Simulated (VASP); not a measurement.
A run of VASP 6.6.1 is set up as follows.

The input INCAR:

```
ALGO = Normal ; EDIFF = 1E-7
ENCUT = 520 ; GGA = PE
ISIF = 2 ; ISMEAR = -1
LASPH = True ; LCHARG = False
LREAL = False ; LWAVE = False
NBANDS = 36 ; NELM = 60
PREC = Accurate ; SIGMA = 0.02
```

Contents of KPOINTS:

```
k-points
0
Gamma
  8 8 8
```

POSCAR

```
In2GaP3
1.0
   -2.0287630969      6.1000196155      2.8853726020
    2.0287630969     -6.1000196155      2.8853726020
    2.0287630969      6.1000196155     -2.8853726020
Ga P In
1 3 2
Direct
    0.0015099376      0.0015099376      0.0000000000
    0.7760979330      0.2760979330      0.5000000000
    0.3945801145      0.2358917273      0.1586883872
    0.0772033400      0.2358917273      0.8413116128
    0.6643175025      0.0003043374      0.6640131651
    0.3362911724      0.0003043374      0.3359868349
```

Potentials or basis: VASP PAW PBE potentials, release 64 (Ga_d, P, In_d).

The run is started by

```sh
$ cat potpaw_PBE.64/Ga_d/POTCAR potpaw_PBE.64/P/POTCAR potpaw_PBE.64/In_d/POTCAR > POTCAR
$ mpirun -np 1 vasp_std > vasp.out
```

Problem. What does it give for the band gap on the k mesh?

Solution. 0.82 eV.

Problem. Estimate the pressure.

Solution. 1.8 GPa.

Forces on the atoms (eV/Å):
```
Ga   0.000  0.000 -0.030
P    0.000  0.000 -0.010
P    0.000  0.032  0.011
P    0.000 -0.032  0.011
In   0.000  0.000  0.009
In   0.000  0.000  0.009
```

Caveat: spin-orbit coupling is left out, which moves the levels of the heavy elements. A k mesh can miss the band edges.
